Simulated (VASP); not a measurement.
## Ta: single point with PBE

Crystal: Ta.

```
CELL_PARAMETERS angstrom
-1.66372 1.66372 1.66372
1.66372 -1.66372 1.66372
1.66372 1.66372 -1.66372
ATOMIC_POSITIONS crystal
Ta 0.00000 0.00000 0.00000
```

```json
{
  "Program": "VASP 6.6.1",
  "Task": "single point",
  "Functional": "PBE",
  "Potentials or basis": "VASP PAW PBE potentials, release 64 (Ta_pv)",
  "Cutoff": "520 eV",
  "k mesh": "10 × 10 × 10",
  "Occupations": "fermi-dirac, width 0.02 eV",
  "Spin": "no spin polarisation"
}
```

```yaml
Pressure: 0.1 GPa
```

Levels at points of the mesh, in eV from the Fermi level:
| k point | band 2 | band 3 | band 4 | band 5 | band 6 | band 7 | band 8 | band 9 |
| --- | --- | --- | --- | --- | --- | --- | --- | --- |
| (0.00, 0.00, 0.00) | -33.21 | -33.21 | -7.84 | 0.70 | 0.70 | 0.70 | 3.90 | 3.90 |
| (0.50, 0.00, 0.00) | -33.57 | -33.22 | -4.30 | -1.50 | 1.48 | 3.76 | 4.76 | 7.54 |
| (0.50, 0.50, 0.50) | -33.97 | -33.97 | -3.69 | -3.69 | 6.61 | 6.61 | 6.61 | 8.44 |

Run time: 12 s on 1 thread of Intel Xeon 8259CL, on a shared host, peak memory 0.14 GiB.

Caveat: spin-orbit coupling is left out, which moves the levels of the heavy elements.
